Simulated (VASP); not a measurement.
Ti2BN3, 6 atoms in the cell. It takes space group P6/mmm (No. 191, hexagonal). Conventional cell: a = 5.272 Å, b = 5.272 Å, c = 2.719 Å, α = 90.00°, β = 90.00°, γ = 120.00°. Ti (site symmetry -6m2) has 6 N at 2.04 Å within 2.7 Å. B (site symmetry 6/mmm) has 2 B at 2.72 Å and 12 N at 2.97 Å and 6 Ti at 3.04 Å within 3.6 Å. N (site symmetry mmm) has 4 Ti at 2.04 Å and 4 N at 2.64 Å within 2.7 Å. 

| Property | Result |
| --- | --- |
| Program | VASP 6.6.1 |
| Task | relaxation of cell and atoms |
| Functional | PBE |
| Potentials or basis | VASP PAW PBE potentials, release 64 (Ti_sv, B, N) |
| Cutoff | 600 eV |
| k mesh | 12 × 12 × 14 |
| Occupations | gaussian, width 0.1 eV |
| Spin | no spin polarisation |
| Dipole correction | no |
| Further INCAR settings | ALGO = Normal; EDIFF = 1e-06; IBRION = 2; EDIFFG = -0.01; NSW = 100; ISIF = 3 |

Potentials or basis: VASP PAW PBE potentials, release 64 (Ti_sv, B, N).

Command:

```sh
$ cat potpaw_PBE.64/Ti_sv/POTCAR potpaw_PBE.64/B/POTCAR potpaw_PBE.64/N/POTCAR > POTCAR
$ mpirun -np 1 vasp_std > vasp.out
```

Hardware: 1 thread of Intel Xeon 6975P-C, on a shared host.

**Question.** Estimate the wall time of this run.

**Answer.** Run time: 12 min on 1 thread of Intel Xeon 6975P-C, with other jobs on the host, peak memory 0.42 GiB. Counts: scf iterations 31, k points 152, ion steps 3.
